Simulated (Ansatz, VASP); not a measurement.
LiH in VASP and in Ansatz

File POSCAR:

```
LiH
1.0
    0.0000000000      2.2169835972      2.2169835972
    2.2169835972      0.0000000000      2.2169835972
    2.2169835972      2.2169835972      0.0000000000
Li H
1 1
Direct
    0.0000000000      0.0000000000      0.0000000000
    0.2500000000      0.2500000000      0.2500000000
```

The input INCAR.step1:

```
  ALGO = Normal
  EDIFF = 1E-5
  ENCUT = 520
  GGA = PE
  ISIF = 2
  ISMEAR = 0
  LASPH = T
  LREAL = F
  LWAVE = T
  NBANDS = 9
  NELM = 100
  PREC = Accurate
  SIGMA = 0.01
```

INCAR.step2

```
  ALGO = Normal
  EDIFF = 1E-6
  ENCUT = 520
  GGA = PE
  HFSCREEN = 0.2079
  ISIF = 2
  ISMEAR = 0
  ISTART = 1
  LASPH = T
  LCHARG = T
  LELF = T
  LHFCALC = T
  LREAL = F
  LVHAR = T
  LWAVE = F
  NBANDS = 9
  NELM = 100
  PREC = Accurate
  PRECFOCK = Normal
  SIGMA = 0.01
```

File KPOINTS:

```
k-points
0
Gamma
  8 8 8
```

Input for Ansatz:

```yaml
crystal:
  lattice:
    - [0.0, 2.2169835972, 2.2169835972]
    - [2.2169835972, 0.0, 2.2169835972]
    - [2.2169835972, 2.2169835972, 0.0]
  atoms:
    - { symbol: Li, position: [0.0, 0.0, 0.0] }
    - { symbol: H, position: [0.25, 0.25, 0.25] }
kpoints:
  mp_grid: { grid: [8, 8, 8] }
  band_path:
    path:
      - [0.0, 0.0, 0.0]
      - [-0.5, -0.5, 0.0]
      - [-0.375, -0.375, 0.25]
      - [-0.375, 0.0, 0.375]
      - [0.0, 0.0, 0.5]
      - [-0.5, -0.25, 0.25]
      - [-0.15, -0.075, 0.425]
    npoints: 1
hamiltonian:
  xc: hse06
scf:
  occupations: { method: fixed }
  n_extra_bands: 4
output:
  forces: true
  stress: true
  eigenvalues: true
```

Change from the starting cell: hydrostatic strain +3.4%.

Alike in both runs: task single point; functional HSE06; k mesh 8 × 8 × 8; no spin polarisation.

|  | VASP | Ansatz |
| --- | --- | --- |
| version | VASP 6.6.1 | Ansatz 0.2.0 |
| potentials or method | VASP PAW PBE potentials, release 64 (Li_sv, H) | plane waves, PAW |
| plane-wave cutoff (eV) | 520 | 420 |
| occupations | gaussian, width 0.01 eV | fixed |
| valence electrons in the cell | 4 | 4 |

|  | VASP | Ansatz | Ansatz less VASP |
| --- | --- | --- | --- |
| gap on the k mesh at the Fermi level (eV) | 5.09 | 5.09 | -0.001 |

Ansatz's warnings: stress exchange threshold loose, stress scf threshold loose.

Noted on VASP's run: the cutoff is under 1.25 times that of the potentials, so the pressure is a little rough.
